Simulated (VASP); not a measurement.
# BP (zincblende type) (F-43m) in VASP: further runs

BP (zincblende type) is run at these levels: PBEsol; tasks: single point.

All numbers are computed with VASP 6.6.1; they aren't measurements. Logs are shortened: lines on timing, memory, paths and dates and some standing lists are left out, and cuts for length are marked.

## 1. The cell of the first run

The structure is cubic, space group F-43m (No. 216). The conventional cell has a = 3.895 Å, b = 3.895 Å, c = 3.895 Å, α = 90.00°, β = 90.00°, γ = 90.00°. Within 2.2 Å of B (site symmetry -43m) lie 4 P at 1.69 Å. Within 2.2 Å of P (site symmetry -43m) lie 4 B at 1.69 Å.

## 2. Single point, PBEsol (7.39 Å³/atom)

File INCAR:

```
PREC     = Accurate       # precision mode
ENCUT    = 500            # plane-wave cutoff, eV
EDIFF    = 1E-6           # SCF threshold, eV
ISMEAR   = -1             # smearing method
SIGMA    = 0.05           # smearing width, eV
LREAL    = False          # projectors in reciprocal space
LASPH    = True           # aspherical terms in the spheres
NELM     = 120            # most SCF steps
ALGO     = Normal         # electronic algorithm
ISIF     = 2              # what is computed and relaxed
LWAVE    = False          # write WAVECAR
LCHARG   = True           # write CHGCAR
GGA      = PS             # functional
LELF     = True           # ELF
LVHAR    = True         
NBANDS   = 11             # bands
GGA_COMPAT= False
```

File KPOINTS:

```
Automatic mesh
0
Gamma
  15 15 15
```

File POSCAR:

```
BP
1.0
    0.0000000000      1.9476668541      1.9476668541
    1.9476668541      0.0000000000      1.9476668541
    1.9476668541      1.9476668541      0.0000000000
B P
1 1
Direct
    0.0000000000      0.0000000000      0.0000000000
    0.2500000000      0.2500000000      0.2500000000
```

Potentials or basis: VASP PAW PBE potentials, release 64 (B, P).

Run with:

```console
> cat potpaw_PBE.64/B/POTCAR potpaw_PBE.64/P/POTCAR > POTCAR
> mpirun -np 1 vasp_std > vasp.out
```

OUTCAR:

```text
PREC = Accurate
   ENCUT = 500
   EDIFF = 1E-6
   ISMEAR = -1
   LREAL = False
   LASPH = True
   NELM = 120
   ISIF = 2
   GGA = PS

 ion  position               nearest neighbor table
   1  0.000  0.000  0.000-   2 1.69   2 1.69   2 1.69   2 1.69
   2  0.250  0.250  0.250-   1 1.69   1 1.69   1 1.69   1 1.69

  LATTYP: Found a face centered cubic cell.
 ALAT       =     3.8953337082

  Lattice vectors:

 A1 = (   0.0000000000,   1.9476668541,   1.9476668541)
 A2 = (   1.9476668541,   0.0000000000,   1.9476668541)
 A3 = (   1.9476668541,   1.9476668541,   0.0000000000)

Analysis of symmetry for initial positions (statically):
=====================================================================
 Subroutine PRICEL returns:
 Original cell was already a primitive cell.

 Routine SETGRP: Setting up the symmetry group for a
 face centered cubic supercell.

 Subroutine GETGRP returns: Found 24 space group operations
 (whereof 24 operations were pure point group operations)
 out of a pool of 48 trial point group operations.

The static configuration has the point symmetry T_d .

Analysis of symmetry for dynamics (positions and initial velocities):
=====================================================================
 Subroutine PRICEL returns:
 Original cell was already a primitive cell.

 Routine SETGRP: Setting up the symmetry group for a
 face centered cubic supercell.

 Subroutine GETGRP returns: Found 24 space group operations
 (whereof 24 operations were pure point group operations)
 out of a pool of 48 trial point group operations.

The dynamic configuration has the point symmetry T_d .

 Subroutine INISYM returns: Found 24 space group operations
 (whereof 24 operations are pure point group operations),
 and found     1 'primitive' translations

----------------------------------------------------------------------------------------

                                     Primitive cell

  volume of cell :      14.7766

  direct lattice vectors                    reciprocal lattice vectors
     0.000000000  1.947666854  1.947666854    -0.256717415  0.256717415  0.256717415
     1.947666854  0.000000000  1.947666854     0.256717415 -0.256717415  0.256717415
     1.947666854  1.947666854  0.000000000     0.256717415  0.256717415 -0.256717415

  length of vectors
     2.754416880  2.754416880  2.754416880     0.444647606  0.444647606  0.444647606

  position of ions in fractional coordinates (direct lattice)
     0.000000000  0.000000000  0.000000000
     0.250000000  0.250000000  0.250000000

  ion indices of the primitive-cell ions
   primitive index   ion index
                 1           1
                 2           2

----------------------------------------------------------------------------------------

 KPOINTS: Automatic mesh

Automatic generation of k-mesh.
 Grid dimensions read from file:
 generate k-points for:   15   15   15

 Generating k-lattice:

  Cartesian coordinates                     Fractional coordinates (reciprocal lattice)
    -0.017114494  0.017114494  0.017114494     0.066666667  0.000000000  0.000000000
     0.017114494 -0.017114494  0.017114494     0.000000000  0.066666667  0.000000000
     0.017114494  0.017114494 -0.017114494     0.000000000  0.000000000  0.066666667

  Length of vectors
     0.029643174  0.029643174  0.029643174

  Shift w.r.t. Gamma in fractional coordinates (k-lattice)
     0.000000000  0.000000000  0.000000000

 Subroutine IBZKPT returns following result:
 ===========================================

 Found    120 irreducible k-points:

 Following reciprocal coordinates:
            Coordinates               Weight
  0.000000  0.000000  0.000000      1.000000
  0.066667  0.000000  0.000000      8.000000
  0.133333  0.000000  0.000000      8.000000
  0.200000  0.000000  0.000000      8.000000
  0.266667  0.000000  0.000000      8.000000
  0.333333  0.000000  0.000000      8.000000
[... 16 lines left out ...]
  0.133333  0.133333  0.000000      6.000000
  0.200000  0.133333  0.000000     24.000000
 [... further k-points ...]
   k-points           NKPTS =    120   k-points in BZ     NKDIM =    120   number of bands    NBANDS=     11
   number of dos      NEDOS =    301   number of ions     NIONS =      2
   total plane-waves  NPLWV =   8000
   dimension x,y,z NGX =    20 NGY =   20 NGZ =   20
   dimension x,y,z NGXF=    40 NGYF=   40 NGZF=   40
   ions per type =               1   1
   NGX,Y,Z   is equivalent  to a cutoff of  12.07, 12.07, 12.07 a.u.
   NGXF,Y,Z  is equivalent  to a cutoff of  24.14, 24.14, 24.14 a.u.
 SYSTEM =  unknown system
   PREC   = accura    normal or accurate (medium, high low for compatibility)
   ISTART =      0    job   : 0-new  1-cont  2-samecut
   ICHARG =      2    charge: 1-file 2-atom 10-const
   ISPIN  =      1    spin polarized calculation?
   LNONCOLLINEAR =      F non collinear calculations
   LSORBIT =      F    spin-orbit coupling
   LASPH  =      T    aspherical Exc in radial PAW
   ENCUT  =  500.0 eV  36.75 Ry    6.06 a.u.   5.02  5.02  5.02*2*pi/ulx,y,z
   NELM   =    120;   NELMIN=  2; NELMDL= -5     # of ELM steps
   EDIFF  = 0.1E-05   stopping-criterion for ELM
   LREAL  =      F    real-space projection
   EDIFFG = 0.1E-04   stopping-criterion for IOM
   NSW    =      0    number of steps for IOM
   IBRION =     -1    ionic relax: 0-MD 1-quasi-New 2-CG
   NFREE  =      0    steps in history (QN), initial steepest desc. (CG)
   ISIF   =      2    stress and relaxation
   ISYM   =      2    0-nonsym 1-usesym 2-fastsym
   POTIM  = 0.5000    time-step for ionic-motion
   TEBEG  =    0.0;   TEEND  =   0.0 temperature during run
   PSTRESS=    0.0 pullay stress
   NELECT =       8.0000    total number of electrons
   NUPDOWN=      -1.0000    fix difference up-down
   EMIN   =  10.00;   EMAX   =-10.00  energy-range for DOS
   EFERMI =   0.00;   METHOD = LEGACY
   ISMEAR =    -1;   SIGMA  =   0.05  broadening in eV -4-tet -1-fermi 0-gaus
   EFERMI_NEDOS =   21; number of points for ismear=-14 and -15
   IALGO  =     38    algorithm
   IMIX   =      4    mixing-type and parameters
     AMIX     =   0.40;   BMIX     =  1.00
     AMIX_MAG =   1.60;   BMIX_MAG =  1.00
  volume/ion in A,a.u.               =       7.39        49.86
  Fermi-wavevector in a.u.,A,eV,Ry     =   1.334280  2.521423 24.222477  1.780302
  Thomas-Fermi vector in A             =   2.463073
   LORBIT       =      0    0 simple, 1 ext, 2 COOP (PROOUT), +10 PAW based schemes
   GGA     = PS    functional components
   LHFCALC =     F    Hartree Fock is set to
   AEXX    =    0.0000 exact exchange contribution
   IVDW    =     0    specifies the selected vdW correction
   LEPSILON=     F    determine dielectric tensor
   LRPA    =     F    only Hartree local field effects (RPA)
 non-spin polarized calculation
  energy-cutoff  :      500.00
  volume of cell :       14.78
 maximum number of plane-waves:       384
   NGX =  9   NGY =  9   NGZ =  9

 number of electron       8.0000000 magnetization

 Free energy of the ion-electron system (eV)
  ---------------------------------------------------
  ext. energy  EPLUGINS =         0.00000000
  ---------------------------------------------------
  free energy    TOTEN  =       -10.53628988 eV

  energy without entropy =      -10.53619384  energy(sigma->0) =      -10.53624186

 E-fermi :  13.7739     XC(G=0): -13.0771

 val. band max:       13.6246085449   @ k =   0.0000   0.0000   0.0000
 cond. band min:      13.9118255240   @ k =   0.4667   0.4667   0.0000
 fundamental gap:      0.2872169791
 Fermi energy:        13.7738887523

 k-point     1 :       0.0000    0.0000    0.0000
  band No.  band energies     occupation
      1      -6.4247      2.00000
      2      13.6246      1.90384
      3      13.6246      1.90384
      4      13.6246      1.90384
      5      18.3806      0.00000
      6      18.3806      0.00000
      7      18.3806      0.00000
      8      27.5165      0.00000
      9      27.5165      0.00000
     10      27.8112      0.00000
     11      29.9658      0.00000

 k-point     2 :       0.0667    0.0000    0.0000
  band No.  band energies     occupation
      1      -6.3117      2.00000
      2      12.8110      2.00000
      3      13.4470      1.99711
      4      13.4470      1.99711
      5      18.6439      0.00000
      6      18.6439      0.00000
      7      18.8016      0.00000
      8      26.9184      0.00000
      9      26.9184      0.00000
     10      27.7156      0.00000
     11      30.1593      0.00000

 k-point     3 :       0.1333    0.0000    0.0000
  band No.  band energies     occupation
      1      -5.9735      2.00000
      2      11.0178      2.00000
      3      13.0331      2.00000
      4      13.0331      2.00000
      5      19.2329      0.00000
      6      19.2329      0.00000
      7      19.4978      0.00000
      8      25.9870      0.00000
      9      25.9870      0.00000
     10      27.3631      0.00000
     11      30.7453      0.00000

 k-point     4 :       0.2000    0.0000    0.0000
  band No.  band energies     occupation
      1      -5.4123      2.00000
      2       8.9096      2.00000
      3      12.5662      2.00000
      4      12.5662      2.00000
      5      19.6970      0.00000
      6      19.6970      0.00000
      7      20.0142      0.00000
      8      25.6288      0.00000
      9      25.6288      0.00000
     10      26.8334      0.00000
     11      31.5227      0.00000
[... 239 lines left out ...]
 k-point    22 :      -0.0667    0.0667    0.0000
  band No.  band energies     occupation
      1      -6.1237      2.00000
      2      12.1485      2.00000
      3      12.4062      2.00000
      4      13.5686      1.96755
      5      18.6097      0.00000
      6      19.0400      0.00000
      7      19.6561      0.00000
      8      25.6745      0.00000
      9      26.3025      0.00000
     10      28.3578      0.00000
     11      30.7051      0.00000

 k-point    23 :       0.1333    0.1333    0.0000
  band No.  band energies     occupation
      1      -5.8232      2.00000
      2      11.7963      2.00000
      3      11.7963      2.00000
      4      12.5622      2.00000
      5      17.2027      0.00000
      6      20.8883      0.00000
      7      20.8883      0.00000
      8      22.6514      0.00000
      9      28.1588      0.00000
     10      29.2320      0.00000
     11      31.9776      0.00000

 k-point    24 :       0.2000    0.1333    0.0000
  band No.  band energies     occupation
      1      -5.4115      2.00000
      2      10.3791      2.00000
      3      11.2144      2.00000
      4      12.2884      2.00000
      5      17.0896      0.00000
      6      21.3727      0.00000
      7      21.7485      0.00000
      8      21.8437      0.00000
      9      28.1799      0.00000
     10      29.6703      0.00000
     11      32.4963      0.00000

 [... further k-points ...]

------------------------ aborting loop because EDIFF is reached ----------------------------------------

  FORCE on cell =-STRESS in cart. coord.  units (eV):
  Direction    XX          YY          ZZ          XY          YZ          ZX
  --------------------------------------------------------------------------------------
  -------------------------------------------------------------------------------------
  Total       15.7086615     15.7086615     15.7086615     -0.0000000     -0.0000000      0.0000000
  in kB     1703.2396087   1703.2396087   1703.2396087     -0.0000000     -0.0000000      0.0000000
  external PRESSURE =    1703.2396087 kB  Pullay stress =       0.0000000 kB

 VOLUME and BASIS-vectors are now :
 -----------------------------------------------------------------------------
  energy-cutoff  :      500.00
  volume of cell :       14.78
      direct lattice vectors                 reciprocal lattice vectors
     0.000000000  1.947666854  1.947666854    -0.256717415  0.256717415  0.256717415
     1.947666854  0.000000000  1.947666854     0.256717415 -0.256717415  0.256717415
     1.947666854  1.947666854  0.000000000     0.256717415  0.256717415 -0.256717415

 POSITION                                       TOTAL-FORCE (eV/Angst)
 -----------------------------------------------------------------------------------
      0.00000      0.00000      0.00000         0.000000      0.000000      0.000000
      0.97383      0.97383      0.97383        -0.000000     -0.000000     -0.000000
 -----------------------------------------------------------------------------------
    total drift:                               -0.000000     -0.000000     -0.000000

  FREE ENERGIE OF THE ION-ELECTRON SYSTEM (eV)
  ---------------------------------------------------
  free  energy   TOTEN  =       -10.5362898798 eV

  energy  without entropy=      -10.5361938418  energy(sigma->0) =      -10.53624186
```

Wall time 25 s (1 thread of Intel Xeon 8259CL, shared host); peak memory 0.13 GiB.

Results:

```
Free energy            : -10.5363 eV
Pressure               : 170.3 GPa
Band gap on the k mesh : 0.29 eV (least direct gap 4.64 eV)
```

Caveat: the cell stands under pressure; the PAW data sets were made with another functional, which shifts forces and pressure a little; an odd mesh through Γ misses points on the zone boundary, where band edges can lie.

## 3. Single point, PBEsol (8.31 Å³/atom)

This run uses another cell than the first one, of 8.31 Å³/atom.

Edit INCAR of step 2 so:

```diff
@@ -11,6 +11,4 @@
 LWAVE    = False          # write WAVECAR
-LCHARG   = True           # write CHGCAR
+LCHARG   = False          # write CHGCAR
 GGA      = PS             # functional
-LELF     = True           # ELF
-LVHAR    = True         
 NBANDS   = 11             # bands
```

File KPOINTS:

```
regular mesh
0
Gamma
  15 15 15
```

File POSCAR:

```
BP
1.0
    0.0000000000      2.0256551580      2.0256551580
    2.0256551580      0.0000000000      2.0256551580
    2.0256551580      2.0256551580      0.0000000000
B P
1 1
Direct
    0.0000000000      0.0000000000      0.0000000000
    0.2500000000      0.2500000000      0.2500000000
```

Potentials or basis: VASP PAW PBE potentials, release 64 (B, P).

Run with:

```console
> cat potpaw_PBE.64/B/POTCAR potpaw_PBE.64/P/POTCAR > POTCAR
> mpirun -np 1 vasp_std > vasp.out
```

OUTCAR:

```text
PREC = Accurate
   ENCUT = 500
   EDIFF = 1E-6
   ISMEAR = -1
   LREAL = False
   LASPH = True
   NELM = 120
   ISIF = 2
   GGA = PS

 ion  position               nearest neighbor table
   1  0.000  0.000  0.000-   2 1.75   2 1.75   2 1.75   2 1.75
   2  0.250  0.250  0.250-   1 1.75   1 1.75   1 1.75   1 1.75

  LATTYP: Found a face centered cubic cell.
 ALAT       =     4.0513103160

  Lattice vectors:

 A1 = (   0.0000000000,   2.0256551580,   2.0256551580)
 A2 = (   2.0256551580,   0.0000000000,   2.0256551580)
 A3 = (   2.0256551580,   2.0256551580,   0.0000000000)

Analysis of symmetry for initial positions (statically):
=====================================================================
 Subroutine PRICEL returns:
 Original cell was already a primitive cell.

 Routine SETGRP: Setting up the symmetry group for a
 face centered cubic supercell.

 Subroutine GETGRP returns: Found 24 space group operations
 (whereof 24 operations were pure point group operations)
 out of a pool of 48 trial point group operations.

The static configuration has the point symmetry T_d .

[... 169 lines left out ...]
      1      -6.9303      2.00000
      2      11.8756      1.98833
      3      11.8756      1.98833
      4      11.8756      1.98833
      5      16.0902      0.00000
      6      16.0902      0.00000
      7      16.0902      0.00000
      8      24.5169      0.00000
      9      25.2097      0.00000
     10      25.2097      0.00000
     11      26.3637      0.00000
[... 309 lines left out ...]
 k-point    24 :       0.2000    0.1333    0.0000
  band No.  band energies     occupation
      1      -5.9964      2.00000
      2       8.7889      2.00000
      3       9.6142      2.00000
      4      10.4799      2.00000
      5      14.9855      0.00000
      6      19.1596      0.00000
      7      19.2375      0.00000
      8      19.6288      0.00000
      9      25.8198      0.00000
     10      26.5727      0.00000
     11      29.1589      0.00000

 [... further k-points ...]

------------------------ aborting loop because EDIFF is reached ----------------------------------------

  FORCE on cell =-STRESS in cart. coord.  units (eV):
  Direction    XX          YY          ZZ          XY          YZ          ZX
  --------------------------------------------------------------------------------------
  -------------------------------------------------------------------------------------
  Total       10.5585843     10.5585843     10.5585843     -0.0000000     -0.0000000      0.0000000
  in kB     1017.6296067   1017.6296067   1017.6296067     -0.0000000     -0.0000000      0.0000000
  external PRESSURE =    1017.6296067 kB  Pullay stress =       0.0000000 kB

 VOLUME and BASIS-vectors are now :
 -----------------------------------------------------------------------------
  energy-cutoff  :      500.00
  volume of cell :       16.62
      direct lattice vectors                 reciprocal lattice vectors
     0.000000000  2.025655158  2.025655158    -0.246833721  0.246833721  0.246833721
     2.025655158  0.000000000  2.025655158     0.246833721 -0.246833721  0.246833721
     2.025655158  2.025655158  0.000000000     0.246833721  0.246833721 -0.246833721

 POSITION                                       TOTAL-FORCE (eV/Angst)
 -----------------------------------------------------------------------------------
      0.00000      0.00000      0.00000        -0.000000     -0.000000     -0.000000
      1.01283      1.01283      1.01283         0.000000      0.000000      0.000000
 -----------------------------------------------------------------------------------
    total drift:                               -0.000000     -0.000000     -0.000000

  FREE ENERGIE OF THE ION-ELECTRON SYSTEM (eV)
  ---------------------------------------------------
  free  energy   TOTEN  =       -12.0772314962 eV

  energy  without entropy=      -12.0772175443  energy(sigma->0) =      -12.07722452
```

OSZICAR:

```text
N       E                     dE             d eps       ncg     rms          rms(c)
DAV:   1     0.103040563266E+02    0.10304E+02   -0.41916E+03  2656   0.661E+02
DAV:   2    -0.131764626343E+02   -0.23481E+02   -0.22364E+02  3439   0.121E+02
DAV:   3    -0.137166690781E+02   -0.54021E+00   -0.53899E+00  3244   0.154E+01
DAV:   4    -0.137180309941E+02   -0.13619E-02   -0.13618E-02  3024   0.939E-01
DAV:   5    -0.137180350523E+02   -0.40581E-05   -0.40577E-05  3247   0.499E-02    0.114E+01
DAV:   6    -0.123390021024E+02    0.13790E+01   -0.22756E+00  3024   0.778E+00    0.605E+00
DAV:   7    -0.120877656563E+02    0.25124E+00   -0.73873E-01  3257   0.451E+00    0.167E+00
DAV:   8    -0.120770818861E+02    0.10684E-01   -0.36981E-02  3102   0.129E+00    0.251E-01
DAV:   9    -0.120772081776E+02   -0.12629E-03   -0.61660E-04  3017   0.190E-01    0.130E-01
DAV:  10    -0.120772294765E+02   -0.21299E-04   -0.79537E-05  2991   0.531E-02    0.241E-02
DAV:  11    -0.120772312932E+02   -0.18167E-05   -0.21931E-06  3168   0.102E-02    0.274E-02
DAV:  12    -0.120772314962E+02   -0.20298E-06   -0.66674E-07  1779   0.435E-03
   1 F= -.12077231E+02 E0= -.12077225E+02  d E =-.139519E-04
```

It took 29 s on 1 thread of Intel Xeon 8259CL, shared host; peak memory 0.14 GiB.

What came out:

* Free energy: -12.0772 eV
* Pressure: 101.8 GPa
* Band gap on the k mesh: 0.52 eV (least direct gap 4.20 eV)

Levels at points of the mesh, in eV from the valence-band top:
```csv
k point,band 2,band 3,band 4,band 5,band 6,band 7
"(0.00, 0.00, 0.00)",0.00,0.00,0.00,4.21,4.21,4.21
```

Caveat: the cell stands under pressure; the PAW data sets were made with another functional, which shifts forces and pressure a little; an odd mesh through Γ misses points on the zone boundary, where band edges can lie.

(Continued in part 2 of 2.)
